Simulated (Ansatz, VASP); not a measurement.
**GaAs in VASP and in Ansatz**

```
Ga As
1.0
     0.00000    2.72906    2.87269
     2.72906    0.00000    2.87269
     2.72906    2.72906    0.00000
Ga As
1 1
Direct
  0.00000 0.00000 0.00000
  0.75000 0.75000 0.75000
```

Change from the starting cell: strain -0.050 along x and y, +0.000 along z, atoms carried along.

Alike in both runs: task single point; functional PBE; k mesh 10 × 10 × 10; occupations gaussian, width 0.03 eV; no spin polarisation.

```csv
,VASP,Ansatz
version,VASP 6.6.1,Ansatz 0.2.0
potentials or method,"VASP PAW PBE potentials, release 64 (Ga_d, As), cutoff 500 eV","scalar-relativistic, plane waves, PAW"
valence electrons in the cell,18,28
```

VASP gave:

| Property | Result |
| --- | --- |
| gap on the k mesh at the Fermi level (eV) | 0.81 |
| least direct gap on the mesh (eV) | 0.81 |
| pressure (GPa) | 8.1 |
| traceless stress, the component that is largest in VASP (GPa) | -2.24 |

Q: Which values does Ansatz return?

A: gap on the k mesh at the Fermi level (eV): 0.80; least direct gap on the mesh (eV): 0.80; pressure (GPa): 7.9; traceless stress, the component that is largest in VASP (GPa): -2.25.

VASP's potentials hold 18 valence electrons a cell and Ansatz's 28, so a difference there can come from the potentials and not from the codes.
